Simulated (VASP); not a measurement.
# BAs (P-6m2) in VASP: single point with PBE

Aim: the single point of BAs with PBE.

All numbers are computed with VASP 6.6.1; they aren't measurements. Logs are shortened: lines on timing, memory, paths and dates and some standing lists are left out, and cuts for length are marked.

### Step 1. The cell of the first run

The structure is hexagonal, space group P-6m2 (No. 187). Conventional cell: a = 3.384 Å, b = 3.384 Å, c = 5.121 Å, α = 90.00°, β = 90.00°, γ = 120.00°. Within 2.6 Å of B (site symmetry -6m2) lie 3 As at 1.95 Å. Within 2.6 Å of As (site symmetry -6m2) lie 3 B at 1.95 Å.

### Step 2. Single point, PBE

INCAR reads:

```
PREC = Accurate ; ENCUT = 560
EDIFF = 1E-6 ; ISMEAR = 0
SIGMA = 0.02 ; LREAL = False
LASPH = True ; NELM = 120
ALGO = Normal ; ISIF = 2
LWAVE = False ; LCHARG = False
GGA = PE ; NBANDS = 16
GGA_COMPAT = False
```

KPOINTS reads:

```
Automatic mesh
0
Gamma
  12 12 8
```

POSCAR reads:

```
BAs
1.0
    3.3839707244      0.0000000000      0.0000000000
   -1.6919853622      2.9306046130      0.0000000000
    0.0000000000      0.0000000000      5.1205753876
B As
1 1
Direct
    0.6666666667      0.3333333333      0.5000000000
    0.3333333333      0.6666666667      0.5000000000
```

Potentials or basis: VASP PAW PBE potentials, release 64 (B, As_d).

Started as:

```
$ cat potpaw_PBE.64/B/POTCAR potpaw_PBE.64/As_d/POTCAR > POTCAR
$ mpirun -np 1 vasp_std > vasp.out
```

OUTCAR:

```text
PREC = Accurate
   ENCUT = 560
   EDIFF = 1E-6
   ISMEAR = 0
   LREAL = False
   LASPH = True
   NELM = 120
   ISIF = 2
   GGA = PE

 ion  position               nearest neighbor table
   1  0.667  0.333  0.500-   2 1.95   2 1.95   2 1.95
   2  0.333  0.667  0.500-   1 1.95   1 1.95   1 1.95

  LATTYP: Found a hexagonal cell.
 ALAT       =     3.3839707244
 C/A-ratio  =     1.5131854867

  Lattice vectors:

 A1 = (   3.3839707244,   0.0000000000,   0.0000000000)
 A2 = (  -1.6919853622,   2.9306046130,   0.0000000000)
 A3 = (   0.0000000000,   0.0000000000,   5.1205753876)

Analysis of symmetry for initial positions (statically):
=====================================================================
 Subroutine PRICEL returns:
 Original cell was already a primitive cell.

 Routine SETGRP: Setting up the symmetry group for a
 hexagonal supercell.

 Subroutine GETGRP returns: Found 12 space group operations
 (whereof 12 operations were pure point group operations)
 out of a pool of 24 trial point group operations.

The static configuration has the point symmetry D_3h.

Analysis of symmetry for dynamics (positions and initial velocities):
=====================================================================
 Subroutine PRICEL returns:
 Original cell was already a primitive cell.

 Routine SETGRP: Setting up the symmetry group for a
 hexagonal supercell.

 Subroutine GETGRP returns: Found 12 space group operations
 (whereof 12 operations were pure point group operations)
 out of a pool of 24 trial point group operations.

The dynamic configuration has the point symmetry D_3h.

 Subroutine INISYM returns: Found 12 space group operations
 (whereof 12 operations are pure point group operations),
 and found     1 'primitive' translations

----------------------------------------------------------------------------------------

                                     Primitive cell

  volume of cell :      50.7812

  direct lattice vectors                    reciprocal lattice vectors
     3.383970724  0.000000000  0.000000000     0.295510831  0.170613258  0.000000000
    -1.691985362  2.930604613  0.000000000     0.000000000  0.341226515  0.000000000
     0.000000000  0.000000000  5.120575388     0.000000000  0.000000000  0.195290553

  length of vectors
     3.383970724  3.383970724  5.120575388     0.341226515  0.341226515  0.195290553

  position of ions in fractional coordinates (direct lattice)
     0.666666667  0.333333333  0.500000000
     0.333333333  0.666666667  0.500000000

  ion indices of the primitive-cell ions
   primitive index   ion index
                 1           1
                 2           2

----------------------------------------------------------------------------------------

 KPOINTS: Automatic mesh

Automatic generation of k-mesh.
 Grid dimensions read from file:
 generate k-points for:   12   12    8

 Generating k-lattice:

  Cartesian coordinates                     Fractional coordinates (reciprocal lattice)
     0.024625903  0.014217771  0.000000000     0.083333333 -0.000000000  0.000000000
     0.000000000  0.028435543  0.000000000     0.000000000  0.083333333  0.000000000
     0.000000000  0.000000000  0.024411319     0.000000000  0.000000000  0.125000000

  Length of vectors
     0.028435543  0.028435543  0.024411319

  Shift w.r.t. Gamma in fractional coordinates (k-lattice)
     0.000000000  0.000000000  0.000000000

 Subroutine IBZKPT returns following result:
 ===========================================

 Found     95 irreducible k-points:

 Following reciprocal coordinates:
            Coordinates               Weight
  0.000000  0.000000  0.000000      1.000000
  0.083333  0.000000  0.000000      6.000000
  0.166667  0.000000  0.000000      6.000000
  0.250000  0.000000  0.000000      6.000000
  0.333333  0.000000  0.000000      6.000000
  0.416667  0.000000  0.000000      6.000000
[... 16 lines left out ...]
  0.250000  0.000000  0.125000     12.000000
  0.333333  0.000000  0.125000     12.000000
 [... further k-points ...]
   k-points           NKPTS =     95   k-points in BZ     NKDIM =     95   number of bands    NBANDS=     16
   number of dos      NEDOS =    301   number of ions     NIONS =      2
   total plane-waves  NPLWV =  31360
   dimension x,y,z NGX =    28 NGY =   28 NGZ =   40
   dimension x,y,z NGXF=    56 NGYF=   56 NGZF=   80
   ions per type =               1   1
   NGX,Y,Z   is equivalent  to a cutoff of  13.76, 13.76, 12.99 a.u.
   NGXF,Y,Z  is equivalent  to a cutoff of  27.51, 27.51, 25.97 a.u.
 SYSTEM =  unknown system
   PREC   = accura    normal or accurate (medium, high low for compatibility)
   ISTART =      0    job   : 0-new  1-cont  2-samecut
   ICHARG =      2    charge: 1-file 2-atom 10-const
   ISPIN  =      1    spin polarized calculation?
   LNONCOLLINEAR =      F non collinear calculations
   LSORBIT =      F    spin-orbit coupling
   LASPH  =      T    aspherical Exc in radial PAW
   ENCUT  =  560.0 eV  41.16 Ry    6.42 a.u.   6.53  6.53  9.88*2*pi/ulx,y,z
   NELM   =    120;   NELMIN=  2; NELMDL= -5     # of ELM steps
   EDIFF  = 0.1E-05   stopping-criterion for ELM
   LREAL  =      F    real-space projection
   EDIFFG = 0.1E-04   stopping-criterion for IOM
   NSW    =      0    number of steps for IOM
   IBRION =     -1    ionic relax: 0-MD 1-quasi-New 2-CG
   NFREE  =      0    steps in history (QN), initial steepest desc. (CG)
   ISIF   =      2    stress and relaxation
   ISYM   =      2    0-nonsym 1-usesym 2-fastsym
   POTIM  = 0.5000    time-step for ionic-motion
   TEBEG  =    0.0;   TEEND  =   0.0 temperature during run
   PSTRESS=    0.0 pullay stress
   NELECT =      18.0000    total number of electrons
   NUPDOWN=      -1.0000    fix difference up-down
   EMIN   =  10.00;   EMAX   =-10.00  energy-range for DOS
   EFERMI =   0.00;   METHOD = LEGACY
   ISMEAR =     0;   SIGMA  =   0.02  broadening in eV -4-tet -1-fermi 0-gaus
   EFERMI_NEDOS =   21; number of points for ismear=-14 and -15
   IALGO  =     38    algorithm
   IMIX   =      4    mixing-type and parameters
     AMIX     =   0.40;   BMIX     =  1.00
     AMIX_MAG =   1.60;   BMIX_MAG =  1.00
  volume/ion in A,a.u.               =      25.39       171.34
  Fermi-wavevector in a.u.,A,eV,Ry     =   1.158595  2.189426 18.263662  1.342341
  Thomas-Fermi vector in A             =   2.295195
   LORBIT       =      0    0 simple, 1 ext, 2 COOP (PROOUT), +10 PAW based schemes
   GGA     = PE    functional components
   LHFCALC =     F    Hartree Fock is set to
   AEXX    =    0.0000 exact exchange contribution
   IVDW    =     0    specifies the selected vdW correction
   LEPSILON=     F    determine dielectric tensor
   LRPA    =     F    only Hartree local field effects (RPA)
 non-spin polarized calculation
 Gauss-broadening in eV      SIGMA  =   0.02
  energy-cutoff  :      560.00
  volume of cell :       50.78
 maximum number of plane-waves:      1562
 NGX is ok and might be reduce to    28
   NGX = 13   NGY = 13   NGZ = 19

 number of electron      17.9999998 magnetization

 Free energy of the ion-electron system (eV)
  ---------------------------------------------------
  ext. energy  EPLUGINS =         0.00000000
  ---------------------------------------------------
  free energy    TOTEN  =       -10.69912815 eV

  energy without entropy =      -10.69912815  energy(sigma->0) =      -10.69912815

 E-fermi :   0.4986     XC(G=0):  -7.5640

 val. band max:        0.2910716386   @ k =   0.3333   0.3333   0.0000
 cond. band min:       0.7432630870   @ k =   0.3333   0.3333   0.5000
 fundamental gap:      0.4521914485
 Fermi energy:         0.4986499324

 k-point     1 :       0.0000    0.0000    0.0000
  band No.  band energies     occupation
      1     -35.3725      2.00000
      2     -35.3484      2.00000
      3     -35.3484      2.00000
      4     -35.3341      2.00000
      5     -35.3341      2.00000
      6     -13.7059      2.00000
[... 8 lines left out ...]
     15      11.5325      0.00000
     16      14.1647      0.00000

 k-point     2 :       0.0833    0.0000    0.0000
  band No.  band energies     occupation
      1     -35.3721      2.00000
      2     -35.3482      2.00000
      3     -35.3474      2.00000
      4     -35.3344      2.00000
      5     -35.3342      2.00000
      6     -13.6100      2.00000
[... 8 lines left out ...]
     15      12.0547      0.00000
     16      13.6729      0.00000

 k-point     3 :       0.1667    0.0000    0.0000
  band No.  band energies     occupation
      1     -35.3709      2.00000
      2     -35.3475      2.00000
      3     -35.3446      2.00000
      4     -35.3353      2.00000
      5     -35.3344      2.00000
      6     -13.3256      2.00000
[... 8 lines left out ...]
     15      12.7399      0.00000
     16      13.3652      0.00000

 k-point     4 :       0.2500    0.0000    0.0000
  band No.  band energies     occupation
      1     -35.3696      2.00000
      2     -35.3464      2.00000
      3     -35.3408      2.00000
      4     -35.3364      2.00000
      5     -35.3347      2.00000
      6     -12.8656      2.00000
[... 8 lines left out ...]
     15      11.8373      0.00000
     16      13.0529      0.00000
[... 324 lines left out ...]
 k-point    22 :       0.1667    0.0000    0.1250
  band No.  band energies     occupation
      1     -35.3709      2.00000
      2     -35.3475      2.00000
      3     -35.3446      2.00000
      4     -35.3353      2.00000
      5     -35.3344      2.00000
      6     -13.3225      2.00000
[... 8 lines left out ...]
     15      12.3207      0.00000
     16      13.4022      0.00000

 k-point    23 :       0.2500    0.0000    0.1250
  band No.  band energies     occupation
      1     -35.3696      2.00000
      2     -35.3464      2.00000
      3     -35.3408      2.00000
      4     -35.3364      2.00000
      5     -35.3347      2.00000
      6     -12.8625      2.00000
[... 8 lines left out ...]
     15      11.5388      0.00000
     16      12.8991      0.00000

 k-point    24 :       0.3333    0.0000    0.1250
  band No.  band energies     occupation
      1     -35.3684      2.00000
      2     -35.3451      2.00000
      3     -35.3376      2.00000
      4     -35.3370      2.00000
      5     -35.3349      2.00000
      6     -12.2629      2.00000
[... 8 lines left out ...]
     15      10.8901      0.00000
     16      12.2478      0.00000

 [... further k-points ...]
[... 5 lines left out ...]
  --------------------------------------------------------------------------------------
  -------------------------------------------------------------------------------------
  Total       -0.0651860     -0.0651860      0.0096717      0.0000000      0.0000000      0.0000000
  in kB       -2.0566587     -2.0566587      0.3051476      0.0000000      0.0000000      0.0000000
  external PRESSURE =      -1.2693899 kB  Pullay stress =       0.0000000 kB

 VOLUME and BASIS-vectors are now :
 -----------------------------------------------------------------------------
  energy-cutoff  :      560.00
  volume of cell :       50.78
      direct lattice vectors                 reciprocal lattice vectors
     3.383970724  0.000000000  0.000000000     0.295510831  0.170613258  0.000000000
    -1.691985362  2.930604613  0.000000000     0.000000000  0.341226515  0.000000000
     0.000000000  0.000000000  5.120575388     0.000000000  0.000000000  0.195290553

 POSITION                                       TOTAL-FORCE (eV/Angst)
 -----------------------------------------------------------------------------------
      1.69199      0.97687      2.56029         0.000000     -0.000000      0.000000
     -0.00000      1.95374      2.56029        -0.000000      0.000000      0.000000
 -----------------------------------------------------------------------------------
    total drift:                               -0.000002      0.000001     -0.000000

  FREE ENERGIE OF THE ION-ELECTRON SYSTEM (eV)
  ---------------------------------------------------
  free  energy   TOTEN  =       -10.6991281451 eV

  energy  without entropy=      -10.6991281451  energy(sigma->0) =      -10.69912815
```

It took 94 s on 1 thread of AMD EPYC 7R43 (Zen 3), shared host; peak memory 0.2 GiB.

What came out:

```
Free energy            : -10.6991 eV
Pressure               : -0.1 GPa
Band gap on the k mesh : 0.45 eV (least direct gap 0.73 eV)
```

Caveat: semilocal functionals underestimate gaps, and a narrow one can read as zero; this functional lacks dispersion, which binds layers or chains, so the pressure and a relaxed spacing across them are unreliable.
